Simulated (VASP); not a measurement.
Wanted: the native input for a VASP 6.6.1 run.

* Task: single point
* Functional: PBEsol-based global hybrid with 25 % exact exchange
* Potentials or basis: VASP PAW PBE potentials, release 64 (W_sv, S)
* Cutoff: 520 eV
* k mesh: 4 × 4 × 4
* Occupations: fermi-dirac, width 0.05 eV
* Spin: no spin polarisation
* Dipole correction: no
* Grid for exact exchange (PRECFOCK): Normal
* Share of exact exchange: 0.25
* Further INCAR settings: ALGO = Normal; EDIFF = 1e-06; NBANDS = 17

WS:

```
W S
1.0
     3.44485    0.00000    0.00000
     0.00000    3.44485    0.00000
     0.00000    0.00000    3.44485
W S
1 1
Cartesian
  1.7224 1.7224 1.7224
  0.0000 0.0000 0.0000
```

One way to write it, as run:

POSCAR

```
WS
1.0
    3.4448484800      0.0000000000      0.0000000000
    0.0000000000      3.4448484800      0.0000000000
    0.0000000000      0.0000000000      3.4448484800
W S
1 1
Direct
    0.5000000000      0.5000000000      0.5000000000
    0.0000000000      0.0000000000      0.0000000000
```

INCAR.step1

```
ALGO = Normal
EDIFF = 1E-5
ENCUT = 520
GGA = PE
ISIF = 2
ISMEAR = -1
LASPH = True
LCHARG = False
LREAL = False
LWAVE = True
NBANDS = 17
NELM = 100
PREC = Accurate
SIGMA = 0.05
```

INCAR.step2

```
AEXX = 0.25
ALGO = Normal
EDIFF = 1E-6
ENCUT = 520
GGA = PS
ISIF = 2
ISMEAR = -1
ISTART = 1
LASPH = True
LCHARG = False
LHFCALC = True
LREAL = False
LWAVE = False
NBANDS = 17
NELM = 100
PREC = Accurate
PRECFOCK = Normal
SIGMA = 0.05
```

KPOINTS

```
k-points
0
Gamma
  4 4 4
```

Potentials or basis: VASP PAW PBE potentials, release 64 (W_sv, S).

Run with:

```sh
$ cat potpaw_PBE.64/W_sv/POTCAR potpaw_PBE.64/S/POTCAR > POTCAR
$ cp INCAR.step1 INCAR
$ mpirun -np 1 vasp_std > vasp.out
$ cp INCAR.step2 INCAR
$ mpirun -np 1 vasp_std > vasp.out
```

It gave:

The pressure is -42.4 GPa and the band gap on the k mesh is zero (bands 10 and 11 overlap by 3.32 eV).

Caveat: the k points lie up to 0.46 Å⁻¹ apart, too coarse for converged energies and pressures of a metal; the PAW data sets were made with another functional, which shifts forces and pressure a little; spin-orbit coupling is left out, which moves the levels of the heavy elements.

It took 39 min on 1 thread of AMD EPYC 7R43 64-Core Processor (Zen 3) (shared host), peak memory 0.13 GiB.
